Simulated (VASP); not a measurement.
Set up this calculation in VASP 6.6.1, as the native input.

* Task: single point
* Functional: LDA
* Potentials or basis: VASP PAW LDA potentials, release 64 (Mg)
* Cutoff: 520 eV
* k mesh: 12 × 12 × 8
* Occupations: gaussian, width 0.1 eV
* Spin: no spin polarisation
* Dipole correction: no
* Further INCAR settings: ALGO = Normal; EDIFF = 1e-07; NBANDS = 9

The structure of Mg lies in POSCAR:

```
Mg
1.0
    3.1506839799      0.0000000000      0.0000000000
   -1.5753419899      2.7285723659      0.0000000000
    0.0000000000      0.0000000000      5.0241571645
Mg
2
Direct
    0.3333333333      0.6666666667      0.2500000000
    0.6666666667      0.3333333333      0.7500000000
```

These files were run (other wordings do the same):

INCAR

```
SYSTEM = Mg
ALGO = Normal ; EDIFF = 1E-7
ENCUT = 520 ; GGA = CA
ISIF = 2 ; ISMEAR = 0
LASPH = .True. ; LCHARG = .False.
LREAL = .False. ; LWAVE = .False.
NBANDS = 9 ; NELM = 80
PREC = Accurate ; SIGMA = 0.1
```

KPOINTS

```
k-points
0
Gamma
  12 12 8
  0 0 0
```

Potentials or basis: VASP PAW LDA potentials, release 64 (Mg).

Command:

```console
$ cat potpaw_LDA.64/Mg/POTCAR > POTCAR
$ mpirun -np 1 vasp_std > vasp.out
```

It gave:

```
Pressure               : -0.3 GPa
Band gap on the k mesh : zero (band 2 reaches 3.77 eV, above the bottom of band 3 at 1.69 eV)
```

It used 36 s of CPU time on 1 thread of AMD EPYC 7R13 Processor (Zen 3), with other jobs on the host.
